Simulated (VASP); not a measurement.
Here is a VASP 6.6.1 calculation.

Contents of INCAR:

```
ALGO = Normal
EDIFF = 1E-6
EDIFFG = -0.04
ENCUT = 600
GGA = PE
IBRION = 2
ISIF = 3
ISMEAR = 0
LASPH = T
LCHARG = F
LREAL = F
LWAVE = F
NELM = 80
NSW = 90
PREC = Accurate
SIGMA = 0.1
```

File KPOINTS:

```
k-points
0
Gamma
  4 4 4
```

POSCAR

```
LaScF
1.0
    3.8346917900      0.0000000000      0.0000000000
    0.0000000000      3.8346917900      0.0000000000
    0.0000000000      0.0000000000      3.9816221000
La Sc F
1 1 1
Direct
    0.0000000000      0.0000000000      0.6997948400
    0.5000000000      0.5000000000      0.5697173500
    0.0000000000      0.0000000000      0.2602271800
```

Potentials or basis: VASP PAW PBE potentials, release 64 (La, Sc_sv, F).

The run is started by

```bash
$ cat potpaw_PBE.64/La/POTCAR potpaw_PBE.64/Sc_sv/POTCAR potpaw_PBE.64/F/POTCAR > POTCAR
$ mpirun -np 1 vasp_std > vasp.out
```

Task: Predict the relaxed cell.

Result: a = 3.387 Å, b = 3.387 Å, c = 5.338 Å, α = 90.00°, β = 90.00°, γ = 90.00°.

Task: Predict the space group after relaxing (to 0.05 Å).

Result: P4/mmm (No. 123).

Forces on the atoms (eV/Å):
```
La   0.000  0.000  0.037
Sc   0.000  0.000 -0.021
F    0.000  0.000 -0.016
```

Caveat: the k points lie up to 0.46 Å⁻¹ apart in the final cell; an odd number of electrons without spin polarisation forces a metal; a magnetic or distorted state may lie lower.
